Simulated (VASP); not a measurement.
# LaAgS2 (I4_1/amd) in VASP: single point with PBEsol

Aim: the single point of LaAgS2 with PBEsol.

Program: VASP 6.6.1. These are calculated values, not measurements. Logs are shortened: lines on timing, memory, paths and dates and some standing lists are left out, and cuts for length are marked.

## 1. The cell of the first run

Symmetry: I4_1/amd, No. 141, tetragonal system. The conventional cell has a = 5.644 Å, b = 5.644 Å, c = 11.521 Å, α = 90.00°, β = 90.00°, γ = 90.00°. Within 3.7 Å of Ag (site symmetry -4m2) lie 6 S at 2.82 to 2.91 Å. Within 3.7 Å of S (site symmetry 2mm) lie 3 Ag at 2.82 to 2.91 Å and 3 La at 2.82 to 2.85 Å. Within 3.7 Å of La (site symmetry -4m2) lie 6 S at 2.82 to 2.85 Å.

## 2. Single point, PBEsol

INCAR reads:

```
SYSTEM = LaAgS2
PREC     = Accurate       ! precision mode
ENCUT    = 520            ! plane-wave cutoff, eV
EDIFF    = 1E-7           ! SCF threshold, eV
ISMEAR   = -1             ! smearing method
SIGMA    = 0.03           ! smearing width, eV
LREAL    = .FALSE.        ! projectors in reciprocal space
LASPH    = .TRUE.         ! aspherical terms in the spheres
NELM     = 60             ! most SCF steps
ALGO     = Normal         ! electronic algorithm
ISIF     = 2              ! what is computed and relaxed
LWAVE    = .FALSE.        ! write WAVECAR
LCHARG   = .FALSE.        ! write CHGCAR
GGA      = PS             ! functional
NBANDS   = 44             ! bands
```

KPOINTS reads:

```
Automatic mesh
0
G
  6 6 6
  0 0 0
```

POSCAR reads:

```
LaAgS2
1.0
   -2.8221842323      2.8221842323      5.7604526304
    2.8221842323     -2.8221842323      5.7604526304
    2.8221842323      2.8221842323     -5.7604526304
Ag S La
2 4 2
Direct
    0.7500000000      0.2500000000      0.5000000000
    0.0000000000      0.0000000000      0.0000000000
    0.4977931034     -0.0022068966      0.5000000000
    0.7477931034      0.7477931034      0.0000000000
    0.0022068966      0.5022068966      0.5000000000
    0.2522068966      0.2522068966      0.0000000000
    0.2500000000      0.7500000000      0.5000000000
    0.5000000000      0.5000000000      0.0000000000
```

Potentials or basis: VASP PAW PBE potentials, release 64 (Ag, S, La).

Run with:

```
> cat potpaw_PBE.64/Ag/POTCAR potpaw_PBE.64/S/POTCAR potpaw_PBE.64/La/POTCAR > POTCAR
> mpirun -np 1 vasp_std > vasp.out
```

OUTCAR:

```text
SYSTEM = LaAgS2
   PREC = Accurate
   ENCUT = 520
   EDIFF = 1E-7
   ISMEAR = -1
   LREAL = .FALSE.
   LASPH = .TRUE.
   NELM = 60
   ISIF = 2
   GGA = PS

 ion  position               nearest neighbor table
   1  0.750  0.250  0.500-   6 2.82   4 2.82   6 2.82   4 2.82   3 2.91   5 2.91
   2  0.000  0.000  0.000-   5 2.82   3 2.82   5 2.82   3 2.82   4 2.91   6 2.91
   3  0.498  0.998  0.500-   2 2.82   8 2.82   2 2.82   8 2.82   7 2.85   1 2.91
   4  0.748  0.748  0.000-   7 2.82   1 2.82   1 2.82   7 2.82   8 2.85   2 2.91
   5  0.002  0.502  0.500-   2 2.82   8 2.82   2 2.82   8 2.82   7 2.85   1 2.91
   6  0.252  0.252  0.000-   1 2.82   7 2.82   7 2.82   1 2.82   8 2.85   2 2.91
   7  0.250  0.750  0.500-   6 2.82   4 2.82   6 2.82   4 2.82   3 2.85   5 2.85
   8  0.500  0.500  0.000-   5 2.82   3 2.82   5 2.82   3 2.82   4 2.85   6 2.85

  LATTYP: Found a body centered tetragonal cell.
 ALAT       =     5.6443684646
 C/A-ratio  =     2.0411327384

  Lattice vectors:

 A1 = (  -2.8221842323,   2.8221842323,   5.7604526304)
 A2 = (   2.8221842323,  -2.8221842323,   5.7604526304)
 A3 = (   2.8221842323,   2.8221842323,  -5.7604526304)

Analysis of symmetry for initial positions (statically):
=====================================================================
 Subroutine PRICEL returns:
 Original cell was already a primitive cell.

 Routine SETGRP: Setting up the symmetry group for a
 body centered tetragonal supercell.

 Subroutine GETGRP returns: Found 16 space group operations
 (whereof  8 operations were pure point group operations)
 out of a pool of 16 trial point group operations.

The static configuration has the point symmetry D_2d.
 The point group associated with its full space group is D_4h.

Analysis of symmetry for dynamics (positions and initial velocities):
=====================================================================
 Subroutine PRICEL returns:
 Original cell was already a primitive cell.

 Routine SETGRP: Setting up the symmetry group for a
 body centered tetragonal supercell.

 Subroutine GETGRP returns: Found 16 space group operations
 (whereof  8 operations were pure point group operations)
 out of a pool of 16 trial point group operations.

The dynamic configuration has the point symmetry D_2d.
 The point group associated with its full space group is D_4h.

 Subroutine INISYM returns: Found 16 space group operations
 (whereof  8 operations are pure point group operations),
 and found     1 'primitive' translations

----------------------------------------------------------------------------------------

                                     Primitive cell

  volume of cell :     183.5217

  direct lattice vectors                    reciprocal lattice vectors
    -2.822184232  2.822184232  5.760452630     0.000000000  0.177167739  0.086798735
     2.822184232 -2.822184232  5.760452630     0.177167739  0.000000000  0.086798735
     2.822184232  2.822184232 -5.760452630     0.177167739  0.177167739  0.000000000

  length of vectors
     7.008014140  7.008014140  7.008014140     0.197287679  0.197287679  0.250553020

  position of ions in fractional coordinates (direct lattice)
     0.750000000  0.250000000  0.500000000
     0.000000000  0.000000000  0.000000000
     0.497793103  0.997793103  0.500000000
     0.747793103  0.747793103  0.000000000
     0.002206897  0.502206897  0.500000000
     0.252206897  0.252206897  0.000000000
     0.250000000  0.750000000  0.500000000
     0.500000000  0.500000000  0.000000000

  ion indices of the primitive-cell ions
   primitive index   ion index
                 1           1
                 2           2
                 3           3
                 4           4
                 5           5
                 6           6
                 7           7
                 8           8

----------------------------------------------------------------------------------------

 KPOINTS: Automatic mesh

Automatic generation of k-mesh.
 Grid dimensions read from file:
 generate k-points for:    6    6    6

 Generating k-lattice:

  Cartesian coordinates                     Fractional coordinates (reciprocal lattice)
     0.000000000  0.029527957  0.014466456     0.166666667 -0.000000000  0.000000000
     0.029527957  0.000000000  0.014466456    -0.000000000  0.166666667  0.000000000
     0.029527957  0.029527957  0.000000000     0.000000000  0.000000000  0.166666667

  Length of vectors
     0.032881280  0.032881280  0.041758837

  Shift w.r.t. Gamma in fractional coordinates (k-lattice)
     0.000000000  0.000000000  0.000000000

 Subroutine IBZKPT returns following result:
 ===========================================

 Found     30 irreducible k-points:

 Following reciprocal coordinates:
            Coordinates               Weight
  0.000000  0.000000  0.000000      1.000000
  0.166667  0.000000  0.000000      8.000000
  0.333333  0.000000 -0.000000      8.000000
  0.500000  0.000000  0.000000      4.000000
  0.166667  0.166667  0.000000      8.000000
  0.333333  0.166667  0.000000     16.000000
[... 16 lines left out ...]
 -0.333333 -0.333333  0.166667      8.000000
 -0.166667 -0.333333  0.166667      8.000000
 [... further k-points ...]
   k-points           NKPTS =     30   k-points in BZ     NKDIM =     30   number of bands    NBANDS=     44
   number of dos      NEDOS =    301   number of ions     NIONS =      8
   total plane-waves  NPLWV = 157464
   dimension x,y,z NGX =    54 NGY =   54 NGZ =   54
   dimension x,y,z NGXF=   108 NGYF=  108 NGZF=  108
   ions per type =               2   4   2
   NGX,Y,Z   is equivalent  to a cutoff of  12.81, 12.81, 12.81 a.u.
   NGXF,Y,Z  is equivalent  to a cutoff of  25.62, 25.62, 25.62 a.u.
 SYSTEM =  LaAgS2
   PREC   = accura    normal or accurate (medium, high low for compatibility)
   ISTART =      0    job   : 0-new  1-cont  2-samecut
   ICHARG =      2    charge: 1-file 2-atom 10-const
   ISPIN  =      1    spin polarized calculation?
   LNONCOLLINEAR =      F non collinear calculations
   LSORBIT =      F    spin-orbit coupling
   LASPH  =      T    aspherical Exc in radial PAW
   ENCUT  =  520.0 eV  38.22 Ry    6.18 a.u.  13.03 13.03 13.03*2*pi/ulx,y,z
   NELM   =     60;   NELMIN=  2; NELMDL= -5     # of ELM steps
   EDIFF  = 0.1E-06   stopping-criterion for ELM
   LREAL  =      F    real-space projection
   EDIFFG = 0.1E-05   stopping-criterion for IOM
   NSW    =      0    number of steps for IOM
   IBRION =     -1    ionic relax: 0-MD 1-quasi-New 2-CG
   NFREE  =      0    steps in history (QN), initial steepest desc. (CG)
   ISIF   =      2    stress and relaxation
   ISYM   =      2    0-nonsym 1-usesym 2-fastsym
   POTIM  = 0.5000    time-step for ionic-motion
   TEBEG  =    0.0;   TEEND  =   0.0 temperature during run
   PSTRESS=    0.0 pullay stress
   NELECT =      68.0000    total number of electrons
   NUPDOWN=      -1.0000    fix difference up-down
   EMIN   =  10.00;   EMAX   =-10.00  energy-range for DOS
   EFERMI =   0.00;   METHOD = LEGACY
   ISMEAR =    -1;   SIGMA  =   0.03  broadening in eV -4-tet -1-fermi 0-gaus
   EFERMI_NEDOS =   21; number of points for ismear=-14 and -15
   IALGO  =     38    algorithm
   IMIX   =      4    mixing-type and parameters
     AMIX     =   0.40;   BMIX     =  1.00
     AMIX_MAG =   1.60;   BMIX_MAG =  1.00
  volume/ion in A,a.u.               =      22.94       154.81
  Fermi-wavevector in a.u.,A,eV,Ry     =   1.175841  2.222018 18.811451  1.382603
  Thomas-Fermi vector in A             =   2.312215
   LORBIT       =      0    0 simple, 1 ext, 2 COOP (PROOUT), +10 PAW based schemes
   GGA     = PS    functional components
   LHFCALC =     F    Hartree Fock is set to
   AEXX    =    0.0000 exact exchange contribution
   IVDW    =     0    specifies the selected vdW correction
   LEPSILON=     F    determine dielectric tensor
   LRPA    =     F    only Hartree local field effects (RPA)
 non-spin polarized calculation
  energy-cutoff  :      520.00
  volume of cell :      183.52
 maximum number of plane-waves:      5002
 NGX is ok and might be reduce to    54
   NGX = 27   NGY = 27   NGZ = 27

 number of electron      68.0000002 magnetization

 Free energy of the ion-electron system (eV)
  ---------------------------------------------------
  ext. energy  EPLUGINS =         0.00000000
  ---------------------------------------------------
  free energy    TOTEN  =       -45.25425708 eV

  energy without entropy =      -45.25425705  energy(sigma->0) =      -45.25425707

 E-fermi :   7.0034     XC(G=0): -10.2735

 val. band max:        6.5448060965   @ k =   0.5000   0.5000   0.0000
 cond. band min:       7.4289414236   @ k =   0.5000   0.5000   0.5000
 fundamental gap:      0.8841353272
 Fermi energy:         7.0034016471

 k-point     1 :       0.0000    0.0000    0.0000
  band No.  band energies     occupation
      1     -25.6954      2.00000
      2     -25.6244      2.00000
      3      -9.9379      2.00000
      4      -9.6840      2.00000
      5      -9.6840      2.00000
      6      -9.5202      2.00000
[... 36 lines left out ...]
     43       9.1802      0.00000
     44       9.2758      0.00000

 k-point     2 :       0.1667    0.0000    0.0000
  band No.  band energies     occupation
      1     -25.6915      2.00000
      2     -25.6275      2.00000
      3      -9.9633      2.00000
      4      -9.8032      2.00000
      5      -9.6907      2.00000
      6      -9.5526      2.00000
[... 36 lines left out ...]
     43       9.2073      0.00000
     44       9.2714      0.00000

 k-point     3 :       0.3333    0.0000   -0.0000
  band No.  band energies     occupation
      1     -25.6824      2.00000
      2     -25.6354      2.00000
      3     -10.0326      2.00000
      4      -9.9709      2.00000
      5      -9.7025      2.00000
      6      -9.5713      2.00000
[... 976 lines left out ...]
     43       9.2372      0.00000
     44       9.3770      0.00000

 k-point    24 :      -0.1667   -0.3333    0.1667
  band No.  band energies     occupation
      1     -25.6831      2.00000
      2     -25.6361      2.00000
      3      -9.9231      2.00000
      4      -9.8323      2.00000
      5      -9.7123      2.00000
      6      -9.5426      2.00000
[... 36 lines left out ...]
     43       9.2507      0.00000
     44       9.3461      0.00000

 [... further k-points ...]

------------------------ aborting loop because EDIFF is reached ----------------------------------------

  FORCE on cell =-STRESS in cart. coord.  units (eV):
  Direction    XX          YY          ZZ          XY          YZ          ZX
  --------------------------------------------------------------------------------------
  -------------------------------------------------------------------------------------
  Total       -0.0716948     -0.0716948     -0.0477725      0.0000000      0.0000000      0.0000000
  in kB       -0.6259083     -0.6259083     -0.4170626      0.0000000      0.0000000      0.0000000
  external PRESSURE =      -0.5562931 kB  Pullay stress =       0.0000000 kB

 VOLUME and BASIS-vectors are now :
 -----------------------------------------------------------------------------
  energy-cutoff  :      520.00
  volume of cell :      183.52
      direct lattice vectors                 reciprocal lattice vectors
    -2.822184232  2.822184232  5.760452630     0.000000000  0.177167739  0.086798735
     2.822184232 -2.822184232  5.760452630     0.177167739  0.000000000  0.086798735
     2.822184232  2.822184232 -5.760452630     0.177167739  0.177167739  0.000000000

 POSITION                                       TOTAL-FORCE (eV/Angst)
 -----------------------------------------------------------------------------------
     -0.00000      2.82218      2.88023        -0.000000     -0.000000     -0.000000
      0.00000      0.00000      0.00000        -0.000000     -0.000000      0.000000
      2.82218      0.00000      5.73503         0.000000     -0.000000     -0.004010
      0.00000      0.00000      8.61525        -0.000000      0.000000     -0.004010
      2.82218      0.00000      0.02543         0.000000     -0.000000      0.004010
      0.00000      0.00000      2.90565        -0.000000      0.000000      0.004010
      2.82218     -0.00000      2.88023        -0.000000     -0.000000      0.000000
      0.00000      0.00000      5.76045        -0.000000     -0.000000     -0.000000
 -----------------------------------------------------------------------------------
    total drift:                               -0.000000      0.000000      0.000000

  FREE ENERGIE OF THE ION-ELECTRON SYSTEM (eV)
  ---------------------------------------------------
  free  energy   TOTEN  =       -45.2542570772 eV

  energy  without entropy=      -45.2542570550  energy(sigma->0) =      -45.25425707
```

Run time: 6.6 min. Hardware: 1 thread of Intel Xeon Platinum 8559C (Emerald Rapids), shared host; peak memory 0.54 GiB.

What came out:

* Free energy: -45.2543 eV
* Pressure: -0.1 GPa
* Largest force: 0.004 eV/Å
* Band gap on the k mesh: 0.88 eV (least direct gap 1.85 eV)

Forces on the atoms (eV/Å):
```
Ag   0.000  0.000  0.000
Ag   0.000  0.000  0.000
S    0.000  0.000 -0.004
S    0.000  0.000 -0.004
S    0.000  0.000  0.004
S    0.000  0.000  0.004
La   0.000  0.000  0.000
La   0.000  0.000  0.000
```

Caveat: the PAW data sets were made with another functional, which shifts forces and pressure a little; spin-orbit coupling is left out, which moves the levels of the heavy elements.
